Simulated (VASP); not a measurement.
Wanted: the native input for a VASP 6.6.1 run.

| Property | Result |
| --- | --- |
| Task | relaxation of shape and atoms at fixed volume |
| Functional | PBE |
| Potentials or basis | VASP PAW PBE potentials, release 64 (Mo_sv, Sb) |
| Cutoff | 600 eV |
| k mesh | 10 × 10 × 6 |
| Occupations | gaussian, width 0.05 eV |
| Spin | no spin polarisation |
| Dipole correction | no |
| Further INCAR settings | ALGO = Normal; EDIFF = 1e-06; IBRION = 2; EDIFFG = -0.01; NSW = 60; ISIF = 4 |

The structure of SbMo lies in POSCAR:

```
SbMo
1.0
    4.3290442932      0.0000000000      0.0000000000
   -2.1645221466      3.7490623320      0.0000000000
    0.0000000000      0.0000000000      5.2174854669
Mo Sb
2 2
Direct
    0.0000000000      0.0000000000      0.0000000000
    0.0000000000      0.0000000000      0.5000000000
    0.3333333333      0.6666666667      0.2500000000
    0.6666666667      0.3333333333      0.7500000000
```

The input as run:

INCAR

```
SYSTEM = SbMo
PREC = Accurate
ENCUT = 600
EDIFF = 1E-6
ISMEAR = 0
SIGMA = 0.05
LREAL = .False.
LASPH = .True.
NELM = 60
ALGO = Normal
ISIF = 4
LWAVE = .False.
LCHARG = .False.
GGA = PE
IBRION = 2
NSW = 60
EDIFFG = -0.01
```

KPOINTS

```
Automatic mesh
0
Gamma
  10 10 6
  0 0 0
```

Potentials or basis: VASP PAW PBE potentials, release 64 (Mo_sv, Sb).

Command:

```bash
$ cat potpaw_PBE.64/Mo_sv/POTCAR potpaw_PBE.64/Sb/POTCAR > POTCAR
$ mpirun -np 1 vasp_std > vasp.out
```

It gave:

```yaml
Energy_gained_by_relaxing: 0.2 meV/atom
Ionic_steps: 3
Pressure_after_relaxing: 2.7 GPa
Band_gap_on_the_k_mesh: zero (bands 19 and 20 overlap by 1.50 eV)
```

Caveat: spin-orbit coupling is left out, which moves the levels of the heavy elements.

It took 4.4 min on 1 thread of Intel Xeon 8259CL (shared host), peak memory 0.31 GiB.
